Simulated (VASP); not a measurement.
# C (P-1) in VASP: single point with LDA

Aim: the single point of C with LDA.

Everything below comes from runs of VASP 6.6.1. Logs are shortened: lines on timing, memory, paths and dates and some standing lists are left out, and cuts for length are marked.

## Step 1: The cell of the first run

The typed cell holds 12 atoms: a = 2.522 Å, b = 2.522 Å, c = 12.397 Å, α = 87.67°, β = 85.33°, γ = 60.00°.

## Step 2: Single point, LDA (the part above a cut slid along it)

Input file INCAR:

```
SYSTEM = C
PREC = Accurate ; ENCUT = 520
EDIFF = 1E-6 ; ISMEAR = 0
SIGMA = 0.05 ; LREAL = .False.
LASPH = .True. ; NELM = 80
ALGO = Normal ; ISIF = 2
LWAVE = .False. ; LCHARG = .False.
GGA = CA ; NBANDS = 36
```

Input file KPOINTS:

```
regular mesh
0
Gamma
  10 10 2
  0 0 0
```

Input file POSCAR:

```
C
1.0
    1.7834000000     -1.7834000000      0.0000000000
    1.7834000000      0.0000000000     -1.7834000000
    7.8469600000      6.4202400000      7.1336000000
C
12
Direct
    0.5583200000      0.6666666667      0.2708666667
   -0.0416800000      0.0000000000      0.1042000000
    0.1583200000      0.3333333333      0.4375333333
    0.3583200000      0.6666666667      0.7708666667
    0.7583200000      1.0000000000      0.6042000000
   -0.0416800000      0.3333333333      0.9375333333
    0.5083200000      0.6666666667      0.3958666667
    0.9083200000      1.0000000000      0.2292000000
    0.1083200000      0.3333333333      0.5625333333
    0.3083200000      0.6666666667      0.8958666667
   -0.2916800000      0.0000000000      0.7292000000
    0.3083200000      0.3333333333      0.0625333333
```

Potentials or basis: VASP PAW LDA potentials, release 64 (C).

The run is started by

```bash
> cat potpaw_LDA.64/C/POTCAR > POTCAR
> mpirun -np 1 vasp_std > vasp.out
```

OUTCAR:

```text
SYSTEM = C
   PREC = Accurate
   ENCUT = 520
   EDIFF = 1E-6
   ISMEAR = 0
   LREAL = .False.
   LASPH = .True.
   NELM = 80
   ISIF = 2
   GGA = CA

 ion  position               nearest neighbor table
   1  0.558  0.667  0.271-   7 1.54   8 1.54   8 1.54   8 1.54
   2  0.958  0.000  0.104-   8 1.54  12 1.54  12 1.54  12 1.54
   3  0.158  0.333  0.438-   7 1.54   7 1.54   7 1.54   9 1.54
   4  0.358  0.667  0.771-  10 1.54  11 1.54  11 1.54  11 1.54
   5  0.758  0.000  0.604-  11 1.54   9 1.54   9 1.54   9 1.54
   6  0.958  0.333  0.938-  10 1.54  10 1.54  10 1.54  12 1.84
   7  0.508  0.667  0.396-   3 1.54   3 1.54   3 1.54   1 1.54
   8  0.908  0.000  0.229-   2 1.54   1 1.54   1 1.54   1 1.54
   9  0.108  0.333  0.563-   3 1.54   5 1.54   5 1.54   5 1.54
  10  0.308  0.667  0.896-   6 1.54   6 1.54   6 1.54   4 1.54
  11  0.708  0.000  0.729-   5 1.54   4 1.54   4 1.54   4 1.54
  12  0.308  0.333  0.063-   2 1.54   2 1.54   2 1.54   6 1.84

  LATTYP: Found a base centered monoclinic cell.
 ALAT       =     2.5221084671
 B/A-ratio  =     1.7320508076
 C/A-ratio  =     4.9152822910
 COS(beta)  =    -0.0813788459

  Lattice vectors:

 A1 = (   0.0000000000,   1.7834000000,  -1.7834000000)
 A2 = (  -1.7834000000,   0.0000000000,   1.7834000000)
 A3 = (   7.8469600000,   6.4202400000,   7.1336000000)

Analysis of symmetry for initial positions (statically):
=====================================================================
 Subroutine PRICEL returns:
 Original cell was already a primitive cell.

 Routine SETGRP: Setting up the symmetry group for a
 base centered monoclinic supercell.

 Subroutine GETGRP returns: Found  2 space group operations
 (whereof  1 operations were pure point group operations)
 out of a pool of  4 trial point group operations.

The static configuration has the point symmetry C_1 .
 The point group associated with its full space group is S_2 .

Analysis of symmetry for dynamics (positions and initial velocities):
=====================================================================
 Subroutine PRICEL returns:
 Original cell was already a primitive cell.

 Routine SETGRP: Setting up the symmetry group for a
 base centered monoclinic supercell.

 Subroutine GETGRP returns: Found  2 space group operations
 (whereof  1 operations were pure point group operations)
[... 132 lines left out ...]
   TEBEG  =    0.0;   TEEND  =   0.0 temperature during run
   PSTRESS=    0.0 pullay stress
   NELECT =      48.0000    total number of electrons
   NUPDOWN=      -1.0000    fix difference up-down
   EMIN   =  10.00;   EMAX   =-10.00  energy-range for DOS
   EFERMI =   0.00;   METHOD = LEGACY
   ISMEAR =     0;   SIGMA  =   0.05  broadening in eV -4-tet -1-fermi 0-gaus
   EFERMI_NEDOS =   21; number of points for ismear=-14 and -15
   IALGO  =     38    algorithm
   IMIX   =      4    mixing-type and parameters
     AMIX     =   0.40;   BMIX     =  1.00
     AMIX_MAG =   1.60;   BMIX_MAG =  1.00
  volume/ion in A,a.u.               =       5.67        38.28
  Fermi-wavevector in a.u.,A,eV,Ry     =   1.457178  2.753668 28.890189  2.123369
  Thomas-Fermi vector in A             =   2.574010
   LORBIT       =      0    0 simple, 1 ext, 2 COOP (PROOUT), +10 PAW based schemes
   GGA     = CA    functional components
   LHFCALC =     F    Hartree Fock is set to
   AEXX    =    0.0000 exact exchange contribution
   IVDW    =     0    specifies the selected vdW correction
   LEPSILON=     F    determine dielectric tensor
   LRPA    =     F    only Hartree local field effects (RPA)
 non-spin polarized calculation
 Gauss-broadening in eV      SIGMA  =   0.05
  energy-cutoff  :      520.00
  volume of cell :       68.07
 maximum number of plane-waves:      1850
   NGX =  9   NGY =  9   NGZ = 45

 number of electron      47.9999996 magnetization

 Free energy of the ion-electron system (eV)
  ---------------------------------------------------
  ext. energy  EPLUGINS =         0.00000000
  ---------------------------------------------------
  free energy    TOTEN  =      -117.97695059 eV

  energy without entropy =     -117.97592106  energy(sigma->0) =     -117.97643583

 E-fermi :  10.0991     XC(G=0): -13.5254

 val. band max:       10.0916015453   @ k =   0.0000   0.1000  -0.0000
 cond. band min:      10.1020690163   @ k =   0.5000   0.1000   0.5000
 fundamental gap:      0.0104674710
 Fermi energy:        10.0990800611

 k-point     1 :       0.0000    0.0000    0.0000
  band No.  band energies     occupation
      1     -11.5787      2.00000
      2     -10.8102      2.00000
      3     -10.8096      2.00000
      4      -8.5974      2.00000
      5      -8.5095      2.00000
      6      -5.7660      2.00000
[... 925 lines left out ...]
     35      19.4798      0.00000
     36      20.0935      0.00000

 [... further k-points ...]

------------------------ aborting loop because EDIFF is reached ----------------------------------------

  FORCE on cell =-STRESS in cart. coord.  units (eV):
  Direction    XX          YY          ZZ          XY          YZ          ZX
  --------------------------------------------------------------------------------------
  -------------------------------------------------------------------------------------
  Total      -12.8345797     -0.1877108      0.8975471      2.5150386      6.9932729     -0.3251785
  in kB     -302.1097221     -4.4184745     21.1271193     59.2008182    164.6127710     -7.6542901
  external PRESSURE =     -95.1336924 kB  Pullay stress =       0.0000000 kB

 VOLUME and BASIS-vectors are now :
 -----------------------------------------------------------------------------
  energy-cutoff  :      520.00
  volume of cell :       68.07
      direct lattice vectors                 reciprocal lattice vectors
     1.783400000 -1.783400000  0.000000000     0.168218011 -0.392508691  0.168218011
     1.783400000  0.000000000 -1.783400000     0.186908901  0.186908901 -0.373817801
     7.846960000  6.420240000  7.133600000     0.046727225  0.046727225  0.046727225

 POSITION                                       TOTAL-FORCE (eV/Angst)
 -----------------------------------------------------------------------------------
      4.31012      0.74332      0.74332        -0.061114     -0.065300     -0.035089
      2.52672     -1.04008      0.74332        -0.119203     -0.093044      0.834626
      4.31012      2.52672      2.52672        -0.040407     -0.041447     -0.035746
      7.87692      4.31012      4.31012         0.093082     -0.388174     -0.474752
      6.09352      2.52672      4.31012        -0.021000     -0.069220     -0.053412
      9.66032      4.31012      6.09352         1.257421     -4.039728     -1.457166
      5.20182      1.63502      1.63502         0.021000      0.069220      0.053412
      3.41842     -0.14838      1.63502        -0.093082      0.388174      0.474752
      5.20182      3.41842      3.41842         0.040407      0.041447      0.035746
      8.76862      5.20182      5.20182         0.119203      0.093044     -0.834626
      6.98522      3.41842      5.20182         0.061114      0.065300      0.035089
      1.63502     -0.14838     -0.14838        -1.257421      4.039728      1.457166
 -----------------------------------------------------------------------------------
    total drift:                                0.000003     -0.000005      0.000004

  FREE ENERGIE OF THE ION-ELECTRON SYSTEM (eV)
  ---------------------------------------------------
  free  energy   TOTEN  =      -117.9769505916 eV

  energy  without entropy=     -117.9759210647  energy(sigma->0) =     -117.97643583
```

OSZICAR:

```text
N       E                     dE             d eps       ncg     rms          rms(c)
DAV:   1     0.107110429770E+03    0.10711E+03   -0.25423E+04  7488   0.130E+03
DAV:   2    -0.113412520722E+03   -0.22052E+03   -0.20815E+03  9496   0.252E+02
DAV:   3    -0.122428559692E+03   -0.90160E+01   -0.89317E+01  9916   0.463E+01
DAV:   4    -0.122548244513E+03   -0.11968E+00   -0.11935E+00  9920   0.566E+00
DAV:   5    -0.122550782789E+03   -0.25383E-02   -0.25358E-02  9600   0.766E-01    0.137E+01
DAV:   6    -0.119135318463E+03    0.34155E+01   -0.24175E+00  8904   0.746E+00    0.790E+00
DAV:   7    -0.117984025218E+03    0.11513E+01   -0.28415E+00  8976   0.789E+00    0.167E+00
DAV:   8    -0.117977117120E+03    0.69081E-02   -0.74795E-02  9784   0.202E+00    0.465E-01
DAV:   9    -0.117976916349E+03    0.20077E-03   -0.19722E-02  9784   0.852E-01    0.945E-02
DAV:  10    -0.117976955449E+03   -0.39100E-04   -0.15985E-03  9300   0.203E-01    0.469E-02
DAV:  11    -0.117976948458E+03    0.69910E-05   -0.63994E-05 10044   0.587E-02    0.184E-02
DAV:  12    -0.117976951343E+03   -0.28848E-05   -0.31675E-05  9564   0.315E-02    0.747E-03
DAV:  13    -0.117976950592E+03    0.75126E-06   -0.22628E-06  8776   0.172E-02
   1 F= -.11797695E+03 E0= -.11797644E+03  d E =-.102953E-02
```

stdout:

```text
POSCAR found type information on POSCAR C
 POSCAR found :  1 types and      12 ions
 scaLAPACK will be used
 LDA part: xc-table for (Slater(with rela. corr.)+CA(PZ))
 , standard interpolation
 POSCAR, INCAR and KPOINTS ok, starting setup
 FFT: planning ... GRIDC
 FFT: planning ... GRID_SOFT
 FFT: planning ... GRID
 WAVECAR not read
 entering main loop
```

Run time: 4 min. Hardware: 1 thread of AMD EPYC 7R13, shared host; peak memory 0.27 GiB.

Results:

| Property | Result |
| --- | --- |
| Free energy | -117.9770 eV |
| Pressure | -9.5 GPa |
| Largest force | 4.475 eV/Å |
| Band gap on the k mesh | zero (bands 24 and 25 overlap by 0.51 eV) |

Forces on the atoms (eV/Å):
```
C   -0.061 -0.065 -0.035
C   -0.119 -0.093  0.835
C   -0.040 -0.041 -0.036
C    0.093 -0.388 -0.475
C   -0.021 -0.069 -0.053
C    1.257 -4.040 -1.457
C    0.021  0.069  0.053
C   -0.093  0.388  0.475
C    0.040  0.041  0.036
C    0.119  0.093 -0.835
C    0.061  0.065  0.035
C   -1.257  4.040  1.457
```

Levels at points of the mesh, in eV from the Fermi level:
```csv
k point,band 22,band 23,band 24,band 25,band 26,band 27
"(0.00, 0.00, 0.00)",-0.69,-0.53,0.25,4.73,5.38,5.54
"(0.50, 0.00, 0.00)",-4.16,-3.39,-0.31,-0.26,4.44,4.74
"(0.50, 0.50, 0.00)",-3.79,-3.45,-2.71,2.57,4.44,4.70
"(0.00, 0.50, 0.00)",-3.72,-3.50,-2.39,3.32,4.50,4.73
"(0.00, 0.00, 0.50)",-0.63,-0.58,-0.45,5.10,5.16,5.50
"(0.50, 0.00, 0.50)",-3.66,-3.46,-0.33,-0.24,4.51,4.54
"(0.50, 0.50, 0.50)",-4.00,-3.46,-2.86,2.62,4.46,4.59
"(0.00, 0.50, 0.50)",-3.80,-3.27,-2.66,3.49,4.36,4.79
```

Caveat: the cell differs from its parent crystal (the part above a cut slid along it); the stress differs along the axes, from -30 to 2 GPa; forces of over 1 eV/Å act on the atoms, so gaps and moduli don't describe the material at rest.
